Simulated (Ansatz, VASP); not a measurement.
**F in VASP and in Ansatz**

File INCAR:

```
SYSTEM = F
PREC = Accurate
ENCUT = 520
EDIFF = 1E-6
ISMEAR = 0
SIGMA = 0.05
LREAL = .False.
LASPH = .True.
NELM = 60
ALGO = Normal
ISIF = 2
LWAVE = .False.
LCHARG = .False.
GGA = PE
IVDW = 12
NBANDS = 22
```

KPOINTS

```
Automatic mesh
0
Gamma
  8 8 4
  0 0 0
```

POSCAR

```
F
1.0
    2.8181532018     -1.7912036508      0.2974079766
    2.8181532018      1.7912036508      0.2974079766
   -0.8359919267      0.0000000000      6.7469186924
F
4
Direct
    0.9138648456      0.5855481450      0.1022680550
    0.4144518550      0.0861351544      0.3977319450
    0.0861351544      0.4144518550      0.8977319450
    0.5855481450      0.9138648456      0.6022680550
```

Input for Ansatz:

```yaml
crystal:
  lattice:
    - [2.8181532018, -1.7912036508, 0.2974079766]
    - [2.8181532018, 1.7912036508, 0.2974079766]
    - [-0.8359919267, 0.0, 6.7469186924]
  atoms:
    - { symbol: F, position: [0.9138648456, 0.585548145, 0.102268055] }
    - { symbol: F, position: [0.414451855, 0.0861351544, 0.397731945] }
    - { symbol: F, position: [0.0861351544, 0.414451855, 0.897731945] }
    - { symbol: F, position: [0.585548145, 0.9138648456, 0.602268055] }
basis:
  ecutwfc: 520.0
kpoints:
  mp_grid: { grid: [8, 8, 4] }
hamiltonian:
  xc: pbe
  dispersion: d3bj
scf:
  occupations: { method: gaussian, width: 0.05 }
output:
  forces: true
  stress: true
  eigenvalues: true
```

Alike in both runs: task single point; functional PBE; dispersion D3(BJ); k mesh 8 × 8 × 4; occupations gaussian, width 0.05 eV; no spin polarisation.

```csv
,VASP,Ansatz
version,VASP 6.6.1,Ansatz 0.2.0
potentials or method,"VASP PAW PBE potentials, release 64 (F), cutoff 520 eV","scalar-relativistic, plane waves, PAW"
valence electrons in the cell,28,28
```

```csv
,VASP,Ansatz,Ansatz less VASP
gap on the k mesh at the Fermi level (eV),1.89,1.95,+0.055
least direct gap on the mesh (eV),1.89,1.95,+0.055
pressure (GPa),-5.9,-5.9,0.00
"traceless stress, the component that is largest in VASP (GPa)",-7.87,-8.62,-0.745
rms of the force components (eV/Å),1.275,1.398,+0.1224
```

Atom by atom the forces differ by 0.122 eV/Å (rms over components).
